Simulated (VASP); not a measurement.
# ZnS (P6_3/mmc) in VASP: vibrations by perturbation theory with PBEsol

Aim: the vibrations by perturbation theory of ZnS with PBEsol.

Program: VASP 6.6.1. These are calculated values, not measurements. Logs are shortened: lines on timing, memory, paths and dates and some standing lists are left out, and cuts for length are marked.

### Step 1. The cell of the first run

It takes space group P6_3/mmc (No. 194, hexagonal). The conventional cell has a = 3.565 Å, b = 3.565 Å, c = 5.817 Å, α = 90.00°, β = 90.00°, γ = 120.00°. Within 3.3 Å of Zn (site symmetry -3m) lie 6 S at 2.52 Å and 2 Zn at 2.91 Å. Within 3.3 Å of S (site symmetry -6m2) lie 6 Zn at 2.52 Å.

### Step 2. Vibrations by perturbation theory, PBEsol

Contents of INCAR:

```
PREC = Accurate ; ENCUT = 520
EDIFF = 1E-8 ; ISMEAR = 0
SIGMA = 0.01 ; LREAL = False
LASPH = True ; NELM = 60
ALGO = Normal ; ISIF = 2
LWAVE = False ; LCHARG = False
GGA = PS ; IBRION = 8
NSW = 1 ; LEPSILON = True
```

Contents of KPOINTS:

```
Automatic mesh
0
Gamma
  9 9 4
```

Contents of POSCAR:

```
ZnS
1.0
    3.5647967981      0.0000000000      0.0000000000
   -1.7823983991      3.0872045865      0.0000000000
    0.0000000000      0.0000000000      5.8167872181
Zn S
2 2
Direct
    0.0000000000      0.0000000000      0.0000000000
    0.0000000000      0.0000000000      0.5000000000
    0.3333333333      0.6666666667      0.2500000000
    0.6666666667      0.3333333333      0.7500000000
```

Potentials or basis: VASP PAW PBE potentials, release 64 (Zn, S).

On the command line:

```console
$ cat potpaw_PBE.64/Zn/POTCAR potpaw_PBE.64/S/POTCAR > POTCAR
$ mpirun -np 1 vasp_std > vasp.out
```

OUTCAR:

```text
PREC = Accurate
   ENCUT = 520
   EDIFF = 1E-8
   ISMEAR = 0
   LREAL = False
   LASPH = True
   NELM = 60
   ISIF = 2
   GGA = PS
   IBRION = 8
   NSW = 1
   LEPSILON = True

 ion  position               nearest neighbor table
   1  0.000  0.000  0.000-   3 2.52   4 2.52   4 2.52   3 2.52   4 2.52   3 2.52   2 2.91   2 2.91

   2  0.000  0.000  0.500-   3 2.52   4 2.52   4 2.52   3 2.52   4 2.52   3 2.52   1 2.91   1 2.91

   3  0.333  0.667  0.250-   1 2.52   2 2.52   1 2.52   2 2.52   1 2.52   2 2.52
   4  0.667  0.333  0.750-   1 2.52   2 2.52   1 2.52   2 2.52   1 2.52   2 2.52

  LATTYP: Found a hexagonal cell.
 ALAT       =     3.5647967981
 C/A-ratio  =     1.6317303755

  Lattice vectors:

 A1 = (   3.5647967981,   0.0000000000,   0.0000000000)
 A2 = (  -1.7823983991,   3.0872045865,   0.0000000000)
 A3 = (   0.0000000000,   0.0000000000,   5.8167872181)

Analysis of symmetry for initial positions (statically):
=====================================================================
 Subroutine PRICEL returns:
 Original cell was already a primitive cell.

 Routine SETGRP: Setting up the symmetry group for a
 hexagonal supercell.

 Subroutine GETGRP returns: Found 24 space group operations
 (whereof 12 operations were pure point group operations)
 out of a pool of 24 trial point group operations.

The static configuration has the point symmetry D_3d.
 The point group associated with its full space group is D_6h.

Analysis of symmetry for dynamics (positions and initial velocities):
=====================================================================
 Subroutine PRICEL returns:
 Original cell was already a primitive cell.

 Routine SETGRP: Setting up the symmetry group for a
 hexagonal supercell.

 Subroutine GETGRP returns: Found 24 space group operations
 (whereof 12 operations were pure point group operations)
 out of a pool of 24 trial point group operations.

The dynamic configuration has the point symmetry D_3d.
 The point group associated with its full space group is D_6h.

 Subroutine INISYM returns: Found 24 space group operations
 (whereof 12 operations are pure point group operations),
 and found     1 'primitive' translations

----------------------------------------------------------------------------------------

                                     Primitive cell

  volume of cell :      64.0152

  direct lattice vectors                    reciprocal lattice vectors
     3.564796798  0.000000000  0.000000000     0.280520898  0.161958816  0.000000000
    -1.782398399  3.087204586  0.000000000     0.000000000  0.323917632  0.000000000
     0.000000000  0.000000000  5.816787218     0.000000000  0.000000000  0.171916208

  length of vectors
     3.564796798  3.564796798  5.816787218     0.323917632  0.323917632  0.171916208

  position of ions in fractional coordinates (direct lattice)
     0.000000000  0.000000000  0.000000000
     0.000000000  0.000000000  0.500000000
     0.333333333  0.666666667  0.250000000
     0.666666667  0.333333333  0.750000000

  ion indices of the primitive-cell ions
   primitive index   ion index
                 1           1
                 2           2
                 3           3
                 4           4

[... 792 lines left out ...]

--------------------------------------- Ionic step       10  -------------------------------------------

------------------------ aborting loop because EDIFF is reached ----------------------------------------

[... ionic steps 11 to 11 ...]

--------------------------------------- Ionic step       12  -------------------------------------------

 Free energy of the ion-electron system (eV)
  ---------------------------------------------------
  ---------------------------------------------------
  free energy    TOTEN  =        -0.12479486 eV

  energy without entropy =       -0.12479486

------------------------ aborting loop because EDIFF is reached ----------------------------------------

 INTERNAL STRAIN TENSOR  FOR ION    3  DIRECTION 3   (eV/Angst):
 -----------------------------------------------------------------------------
    -0.01681  0.00000 -0.00000
     0.00000 -0.01681 -0.00000
     0.00000  0.00000  0.02583

 MACROSCOPIC STATIC DIELECTRIC TENSOR (including local field effects in DFT)
 ------------------------------------------------------
          10.795234    -0.000000     0.000000
          -0.000000    10.795234     0.000000
           0.000000    -0.000000    11.349447
 ------------------------------------------------------

 PIEZOELECTRIC TENSOR (including local field effects)  for field in x, y, z        (e  Angst)
          XX          YY          ZZ          XY          YZ          ZX
  --------------------------------------------------------------------------------
  x     0.00000     0.00000     0.00000     0.00000     0.00000     0.00000
  y     0.00000     0.00000     0.00000     0.00000     0.00000     0.00000
  z     0.00000     0.00000     0.00000     0.00000     0.00000     0.00000

 PIEZOELECTRIC TENSOR (including local field effects)  for field in x, y, z        (C/m^2)
          XX          YY          ZZ          XY          YZ          ZX
  --------------------------------------------------------------------------------
  x     0.00000     0.00000     0.00000     0.00000     0.00000     0.00000
  y     0.00000     0.00000     0.00000     0.00000     0.00000     0.00000
  z     0.00000     0.00000     0.00000     0.00000     0.00000     0.00000

 BORN EFFECTIVE CHARGES (including local field effects) (in |e|, cummulative output)
 ---------------------------------------------------------------------------------
 ion    1
    1     2.93623    -0.00000    -0.00000
    2    -0.00000     2.93623     0.00000
    3    -0.00000    -0.00000     3.10555
 ion    2
    1     2.93623    -0.00000     0.00000
    2    -0.00000     2.93623    -0.00000
    3     0.00000     0.00000     3.10555
 ion    3
    1    -2.93623     0.00000     0.00000
    2     0.00000    -2.93623     0.00000
    3    -0.00000     0.00000    -3.10555
 ion    4
    1    -2.93623     0.00000     0.00000
    2     0.00000    -2.93623     0.00000
    3     0.00000     0.00000    -3.10555

 INTERNAL STRAIN TENSOR FOR ION    4 for displacements in x,y,z  (eV/Angst):
          X           Y           Z          XY          YZ          ZX
  --------------------------------------------------------------------------------
  x    -0.00000     0.00000    -0.00000     0.98833     0.00000     0.00000
  y     0.98833    -0.98833     0.00000     0.00000     0.00000     0.00000
  z     0.00000     0.00000     0.00000     0.00000     0.00000     0.00000

 SECOND DERIVATIVES (NOT SYMMETRIZED)
 ------------------------------------
               1X          1Y          1Z          2X          2Y          2Z          3X          3Y          3Z          4X          4Y          4Z
  1X    -1.462501    0.000000    0.000000   -0.455551    0.000000    0.000000    0.959026   -0.000000    0.000000    0.959026   -0.000000    0.000000
  1Y     0.000000   -1.462501    0.000000    0.000000   -0.455551    0.000000   -0.000000    0.959026    0.000000   -0.000000    0.959026    0.000000
  1Z    -0.000000    0.000000   -5.879038   -0.000000    0.000000    5.406277   -0.000000    0.000000    0.236381    0.000000   -0.000000    0.236381
  2X    -0.455551    0.000000    0.000000   -1.462501    0.000000    0.000000    0.959026   -0.000000    0.000000    0.959026   -0.000000    0.000000
  2Y     0.000000   -0.455551    0.000000    0.000000   -1.462501    0.000000   -0.000000    0.959026    0.000000   -0.000000    0.959026    0.000000
  2Z     0.000000    0.000000    5.406277    0.000000    0.000000   -5.879038   -0.000000    0.000000    0.236381   -0.000000    0.000000    0.236381
  3X     0.934014   -0.000000   -0.000000    0.934014   -0.000000    0.000000   -3.136184    0.000000    0.000000    1.268155   -0.000000    0.000000
  3Y    -0.000000    0.934014   -0.000000   -0.000000    0.934014    0.000000    0.000000   -3.136184    0.000000   -0.000000    1.268155    0.000000
  3Z     0.000000    0.000000    0.241943    0.000000    0.000000    0.241943    0.000000    0.000000   -5.329948    0.000000   -0.000000    4.846061
  4X     0.934014   -0.000000   -0.000000    0.934014   -0.000000    0.000000    1.268155   -0.000000    0.000000   -3.136184    0.000000    0.000000
  4Y    -0.000000    0.934014   -0.000000   -0.000000    0.934014    0.000000   -0.000000    1.268155    0.000000    0.000000   -3.136184    0.000000
  4Z     0.000000    0.000000    0.241943    0.000000    0.000000    0.241943    0.000000   -0.000000    4.846061    0.000000    0.000000   -5.329948

 Eigenvectors and eigenvalues of the dynamical matrix
 ----------------------------------------------------

   1 f  =    8.806779 THz    55.334623 2PiTHz  293.762519 cm-1    36.421894 meV
             X         Y         Z           dx          dy          dz
      0.000000  0.000000  0.000000     0.000000   -0.000000   -0.000000
      0.000000  0.000000  2.908394     0.000000   -0.000000   -0.000000
     -0.000000  2.058136  1.454197     0.000000   -0.000000    0.707107
      1.782398  1.029068  4.362590    -0.000000    0.000000   -0.707107
[... 71 lines left out ...]
  12 f/i=    0.028853 THz     0.181290 2PiTHz    0.962437 cm-1     0.119327 meV
             X         Y         Z           dx          dy          dz
      0.000000  0.000000  0.000000     0.240585   -0.524087    0.000000
      0.000000  0.000000  2.908394     0.240585   -0.524087    0.000000
     -0.000000  2.058136  1.454197     0.170721   -0.371895    0.000000
      1.782398  1.029068  4.362590     0.170721   -0.371895    0.000000

--------------------------------------------------------------------------------------------------------

 MACROSCOPIC STATIC DIELECTRIC TENSOR IONIC CONTRIBUTION
 ------------------------------------------------------
          25.745149    -0.000000    -0.000000
          -0.000000    25.745149     0.000000
          -0.000000     0.000000   113.982524
 ------------------------------------------------------

 ELASTIC MODULI CONTR FROM IONIC RELAXATION (kBar)
 Direction    XX          YY          ZZ          XY          YZ          ZX
 --------------------------------------------------------------------------------
 XX         -11.1015     11.1015     -0.0000      0.0000     -0.0000     -0.0000
 YY          11.1015    -11.1015      0.0000      0.0000      0.0000      0.0000
 ZZ          -0.0000      0.0000     -0.0000      0.0000     -0.0000     -0.0000
 XY           0.0000      0.0000      0.0000    -11.1015      0.0000      0.0000
 YZ          -0.0000      0.0000     -0.0000      0.0000     -0.0000     -0.0000
 ZX          -0.0000      0.0000     -0.0000      0.0000     -0.0000     -0.0000
 --------------------------------------------------------------------------------

 PIEZOELECTRIC TENSOR IONIC CONTR  for field in x, y, z        (C/m^2)
          XX          YY          ZZ          XY          YZ          ZX
  --------------------------------------------------------------------------------
  x     0.00000    -0.00000     0.00000    -0.00000     0.00000     0.00000
  y    -0.00000     0.00000    -0.00000     0.00000    -0.00000    -0.00000
  z    -0.00000     0.00000    -0.00000     0.00000    -0.00000    -0.00000
```

Run time: 18 min. Hardware: 1 thread of AMD EPYC 7R13 (Zen 3), shared host; peak memory 0.48 GiB.

Results:

| Item | Value |
| --- | --- |
| Electronic dielectric tensor (diagonal) | 10.80, 10.80, 11.35 |
| Born charges (mean of the diagonal) | Zn +2.99; S -2.99 e |
| Highest phonon frequency at Γ, LO-TO splitting left out | 294 cm⁻¹ |

Phonon frequencies in cm⁻¹ (negative: imaginary):
```
              q point                               frequencies
(0.000, 0.000, 0.000)  -1 -1 0 65 65 78 154 154 193 193 217 294
```

Electronic dielectric tensor:
```
10.80  0.00  0.00
 0.00 10.80  0.00
 0.00  0.00 11.35
```

Born effective charge tensors (e):
atom 1, Zn
```
2.94 0.00 0.00
0.00 2.94 0.00
0.00 0.00 3.11
```
atom 2, Zn
```
2.94 0.00 0.00
0.00 2.94 0.00
0.00 0.00 3.11
```
atom 3, S
```
-2.94  0.00  0.00
 0.00 -2.94  0.00
 0.00  0.00 -3.11
```
atom 4, S
```
-2.94  0.00  0.00
 0.00 -2.94  0.00
 0.00  0.00 -3.11
```
